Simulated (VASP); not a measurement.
# AlGaN2 (P-4m2) in VASP: a series of runs, part 2 of 2

VASP 6.6.1. Earlier steps stand in the parts before.

## 4. Single point, r2SCAN

This run uses another cell than the first one, of 10.64 Å³/atom.

POSCAR

```
AlGaN2
1.0
    3.1140499892      0.0000000000      0.0000000000
    0.0000000000      3.1140499892      0.0000000000
    0.0000000000      0.0000000000      4.3872047749
Al Ga N
1 1 2
Direct
    0.5000000000      0.5000000000      0.5000000000
    0.0000000000      0.0000000000      0.0000000000
    0.5000000000      0.0000000000      0.7390533150
    0.0000000000      0.5000000000      0.2609466850
```

INCAR.step1

```
PREC = Accurate ; ENCUT = 520
ISMEAR = 0 ; SIGMA = 0.02
LREAL = False ; LASPH = True
NELM = 100 ; NBANDS = 21
GGA = PE ; ALGO = Normal
EDIFF = 1E-4 ; LWAVE = True
LCHARG = False
```

INCAR.step2

```
PREC = Accurate ; ENCUT = 520
EDIFF = 1E-6 ; ISMEAR = 0
SIGMA = 0.02 ; LREAL = False
LASPH = True ; NELM = 100
ALGO = Normal ; ISIF = 2
LWAVE = False ; LCHARG = True
METAGGA = R2SCAN ; LMIXTAU = True
LELF = True ; LVHAR = True
NBANDS = 21 ; ISTART = 1
```

KPOINTS

```
regular mesh
0
Gamma
  8 8 6
```

The run is started by

```
$ cat potpaw_PBE.64/Al/POTCAR potpaw_PBE.64/Ga_d/POTCAR potpaw_PBE.64/N/POTCAR > POTCAR
$ cp INCAR.step1 INCAR
$ mpirun -np 1 vasp_std > vasp.out
$ cp INCAR.step2 INCAR
$ mpirun -np 1 vasp_std > vasp.out
```

Run time: 77 s. Hardware: 1 thread of Intel Xeon 6975P-C (Granite Rapids), shared host; peak memory 0.2 GiB.

Results (log left out):

```
Free energy            : -41.0557 eV
Pressure               : 5.5 GPa
Largest force          : 0.095 eV/Å
Band gap on the k mesh : 3.56 eV
```

Forces in eV/Å, atoms in the order of the input:
```
Al   0.000  0.000  0.000
Ga   0.000  0.000  0.000
N    0.000  0.000 -0.095
N    0.000  0.000  0.095
```

Levels at points of the mesh, in eV from the valence-band top:
| k point | band 9 | band 10 | band 11 | band 12 | band 13 | band 14 | band 15 | band 16 | band 17 | band 18 |
| --- | --- | --- | --- | --- | --- | --- | --- | --- | --- | --- |
| (0.00, 0.00, 0.00) | -2.46 | -2.46 | -0.23 | 0.00 | 0.00 | 3.56 | 4.11 | 8.52 | 12.29 | 12.29 |
| (0.50, 0.00, 0.00) | -4.60 | -3.05 | -2.96 | -1.07 | -0.69 | 7.92 | 8.01 | 8.85 | 9.36 | 11.30 |
| (0.50, 0.50, 0.00) | -5.10 | -2.41 | -2.38 | -2.38 | -2.37 | 3.85 | 3.85 | 7.16 | 9.69 | 13.83 |
| (0.00, 0.00, 0.50) | -2.58 | -1.68 | -1.68 | -1.01 | -1.01 | 5.95 | 6.11 | 8.92 | 10.26 | 12.10 |
| (0.50, 0.00, 0.50) | -6.40 | -1.05 | -0.94 | -0.62 | -0.56 | 6.02 | 7.50 | 10.16 | 10.45 | 11.05 |
| (0.50, 0.50, 0.50) | -4.48 | -4.14 | -3.42 | -3.33 | -3.33 | 6.84 | 6.84 | 9.91 | 11.84 | 12.09 |

Caveat: the cell stands under pressure; the PAW data sets were made with another functional, which shifts forces and pressure a little.

## 5. Single point, r2SCAN

This run uses another cell than the first one, of 10.79 Å³/atom.

POSCAR

```
AlGaN2
1.0
    3.1285770071      0.0000000000      0.0000000000
    0.0000000000      3.1285770071      0.0000000000
    0.0000000000      0.0000000000      4.4076710494
Al Ga N
1 1 2
Direct
    0.5000000000      0.5000000000      0.5000000000
    0.0000000000      0.0000000000      0.0000000000
    0.5000000000      0.0000000000      0.7390533150
    0.0000000000      0.5000000000      0.2609466850
```

INCAR.step1

```
SYSTEM = AlGaN2
ALGO = Normal
EDIFF = 1E-4
ENCUT = 520
GGA = PE
ISMEAR = 0
LASPH = .TRUE.
LCHARG = .FALSE.
LREAL = .FALSE.
LWAVE = .TRUE.
NBANDS = 21
NELM = 100
PREC = Accurate
SIGMA = 0.02
```

INCAR.step2

```
SYSTEM = AlGaN2
ALGO = Normal
EDIFF = 1E-7
ENCUT = 520
ISIF = 2
ISMEAR = 0
ISTART = 1
LASPH = .TRUE.
LCHARG = .TRUE.
LELF = .TRUE.
LMIXTAU = .TRUE.
LREAL = .FALSE.
LVHAR = .TRUE.
LWAVE = .FALSE.
METAGGA = R2SCAN
NBANDS = 21
NELM = 100
PREC = Accurate
SIGMA = 0.02
```

KPOINTS

```
k-points
0
G
  8 8 6
  0 0 0
```

The run is started by

```
$ cat potpaw_PBE.64/Al/POTCAR potpaw_PBE.64/Ga_d/POTCAR potpaw_PBE.64/N/POTCAR > POTCAR
$ cp INCAR.step1 INCAR
$ mpirun -np 1 vasp_std > vasp.out
$ cp INCAR.step2 INCAR
$ mpirun -np 1 vasp_std > vasp.out
```

It took 77 s on 1 thread of Intel Xeon 6975P-C (Granite Rapids), shared host; peak memory 0.2 GiB.

The run converged. Its results:

- Free energy: -41.0710 eV
- Pressure: 2.4 GPa
- Largest force: 0.090 eV/Å
- Band gap on the k mesh: 3.45 eV

Forces on the atoms (eV/Å):
```
Al   0.000  0.000  0.000
Ga   0.000  0.000  0.000
N    0.000  0.000 -0.090
N    0.000  0.000  0.090
```

Stress tensor (GPa, compression positive):
```
2.35 0.00 0.00
0.00 2.35 0.00
0.00 0.00 2.44
```

Levels at points of the mesh, in eV from the valence-band top:
| k point | band 9 | band 10 | band 11 | band 12 | band 13 | band 14 | band 15 | band 16 | band 17 | band 18 |
| --- | --- | --- | --- | --- | --- | --- | --- | --- | --- | --- |
| (0.00, 0.00, 0.00) | -2.42 | -2.42 | -0.22 | 0.00 | 0.00 | 3.45 | 4.10 | 8.44 | 12.17 | 12.17 |
| (0.50, 0.00, 0.00) | -4.56 | -3.01 | -2.92 | -1.06 | -0.68 | 7.87 | 7.88 | 8.78 | 9.25 | 11.19 |
| (0.50, 0.50, 0.00) | -5.06 | -2.38 | -2.34 | -2.34 | -2.33 | 3.85 | 3.85 | 7.08 | 9.61 | 13.69 |
| (0.00, 0.00, 0.50) | -2.57 | -1.65 | -1.65 | -1.00 | -1.00 | 5.88 | 6.04 | 8.79 | 10.16 | 12.04 |
| (0.50, 0.00, 0.50) | -6.32 | -1.04 | -0.92 | -0.62 | -0.55 | 5.91 | 7.39 | 10.08 | 10.36 | 10.98 |
| (0.50, 0.50, 0.50) | -4.44 | -4.07 | -3.38 | -3.28 | -3.28 | 6.81 | 6.81 | 9.74 | 11.77 | 11.97 |

Caveat: the PAW data sets were made with another functional, which shifts forces and pressure a little. A k mesh can miss the band edges.

## 6. Single point, r2SCAN

This run uses another cell than the first one, of 11.00 Å³/atom.

POSCAR

```
AlGaN2
1.0
    3.1487346073      0.0000000000      0.0000000000
    0.0000000000      3.1487346073      0.0000000000
    0.0000000000      0.0000000000      4.4379688034
Al Ga N
1 1 2
Direct
    0.5000000000      0.5000000000      0.5000000000
    0.0000000000      0.0000000000      0.0000000000
    0.5000000000      0.0000000000      0.7391152543
    0.0000000000      0.5000000000      0.2608847457
```

INCAR.step1

```
SYSTEM = AlGaN2
PREC = Accurate
ENCUT = 520
ISMEAR = 0
SIGMA = 0.02
LREAL = .False.
LASPH = .True.
NELM = 60
NBANDS = 21
GGA = PE
ALGO = Normal
EDIFF = 1E-4
LWAVE = .True.
LCHARG = .False.
```

INCAR.step2

```
SYSTEM = AlGaN2
PREC = Accurate
ENCUT = 520
EDIFF = 1E-6
ISMEAR = 0
SIGMA = 0.02
LREAL = .False.
LASPH = .True.
NELM = 60
ALGO = Normal
ISIF = 2
LWAVE = .False.
LCHARG = .False.
METAGGA = R2SCAN
LMIXTAU = .True.
NBANDS = 21
ISTART = 1
```

KPOINTS

```
regular mesh
0
Gamma
  8 8 6
  0 0 0
```

Potentials or basis: VASP PAW PBE potentials, release 64 (Al, Ga_d, N).

The run is started by

```
$ cat potpaw_PBE.64/Al/POTCAR potpaw_PBE.64/Ga_d/POTCAR potpaw_PBE.64/N/POTCAR > POTCAR
$ cp INCAR.step1 INCAR
$ mpirun -np 1 vasp_std > vasp.out
$ cp INCAR.step2 INCAR
$ mpirun -np 1 vasp_std > vasp.out
```

Wall time 80 s (1 thread of Intel Xeon 6975P-C (Granite Rapids), shared host); peak memory 0.2 GiB.

The run converged. Its results:

| Property | Result |
| --- | --- |
| Free energy | -41.0733 eV |
| Pressure | -1.7 GPa |
| Largest force | 0.091 eV/Å |
| Band gap on the k mesh | 3.30 eV |

Forces on the atoms (eV/Å):
```
Al   0.000  0.000  0.000
Ga   0.000  0.000  0.000
N    0.000  0.000 -0.091
N    0.000  0.000  0.091
```

Levels at points of the mesh, in eV from the valence-band top:
| k point | band 10 | band 11 | band 12 | band 13 | band 14 | band 15 | band 16 | band 17 |
| --- | --- | --- | --- | --- | --- | --- | --- | --- |
| (0.00, 0.00, 0.00) | -2.37 | -0.21 | 0.00 | 0.00 | 3.30 | 4.07 | 8.32 | 12.01 |
| (0.50, 0.00, 0.00) | -2.95 | -2.88 | -1.04 | -0.66 | 7.70 | 7.80 | 8.70 | 9.09 |
| (0.50, 0.50, 0.00) | -2.33 | -2.30 | -2.30 | -2.29 | 3.83 | 3.83 | 6.95 | 9.51 |
| (0.00, 0.00, 0.50) | -1.61 | -1.61 | -0.98 | -0.98 | 5.79 | 5.93 | 8.62 | 10.02 |
| (0.50, 0.00, 0.50) | -1.02 | -0.90 | -0.61 | -0.54 | 5.74 | 7.23 | 9.96 | 10.23 |
| (0.50, 0.50, 0.50) | -3.98 | -3.32 | -3.20 | -3.20 | 6.76 | 6.76 | 9.52 | 11.68 |

Caveat: the PAW data sets were made with another functional, which shifts forces and pressure a little.

## 7. Overview

```tsv
cell	gap on the mesh (eV)	pressure (GPa)	largest force (eV/Å)
a = 3.092, b = 3.092, c = 4.355 Å, 4 atoms	3.73	10.6	0.10
a = 3.114, b = 3.114, c = 4.387 Å, 4 atoms	3.56	5.5	0.10
a = 3.129, b = 3.129, c = 4.408 Å, 4 atoms	3.45	2.4	0.09
a = 3.149, b = 3.149, c = 4.438 Å, 4 atoms	3.30	-1.7	0.09
```

Alike in all rows: task single point; level r2SCAN; potentials or basis VASP PAW PBE potentials, release 64 (Al, Ga_d, N); no spin polarisation; k mesh 8 × 8 × 6; cutoff (eV) 520; smearing gaussian 0.02 eV.

Caveats: the PAW data sets were made with another functional, which shifts forces and pressure a little; the cell stands under pressure (at least some runs).

Absolute energies hang on the potentials; compare differences alone.
